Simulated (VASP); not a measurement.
Input of a VASP 6.6.1 run:

The input INCAR:

```
PREC = Accurate
ENCUT = 520
EDIFF = 1E-7
ISMEAR = 0
SIGMA = 0.01
LREAL = F
LASPH = T
NELM = 100
ALGO = Normal
ISIF = 2
LWAVE = F
LCHARG = T
GGA = PE
LELF = T
LVHAR = T
NBANDS = 28
```

The input KPOINTS:

```
regular mesh
0
Gamma
  6 6 2
```

File POSCAR:

```
PbS
1.0
    4.9970323877      0.0000000000      0.0000000000
   -2.4985161939      4.3275569913      0.0000000000
    0.0000000000      0.0000000000      5.9976962616
Pb S
2 2
Direct
    0.3333333333      0.6666666667     -0.0640847827
    0.6666666667      0.3333333333      0.4359152173
    0.3333333333      0.6666666667      0.4390847827
    0.6666666667      0.3333333333      0.9390847827
```

Potentials or basis: VASP PAW PBE potentials, release 64 (Pb_d, S).

Run with:

```console
$ cat potpaw_PBE.64/Pb_d/POTCAR potpaw_PBE.64/S/POTCAR > POTCAR
$ mpirun -np 1 vasp_std > vasp.out
```

Predict the band gap on the k mesh.

1.39 eV.

Estimate the largest force.

0.009 eV/Å.

Forces in eV/Å, atoms in the order of the input:
```
Pb   0.000  0.000 -0.009
Pb   0.000  0.000 -0.009
S    0.000  0.000  0.009
S    0.000  0.000  0.009
```

Caveat: the k points lie up to 0.52 Å⁻¹ apart; spin-orbit coupling is left out, which moves the levels of the heavy elements. A k mesh can miss the band edges.
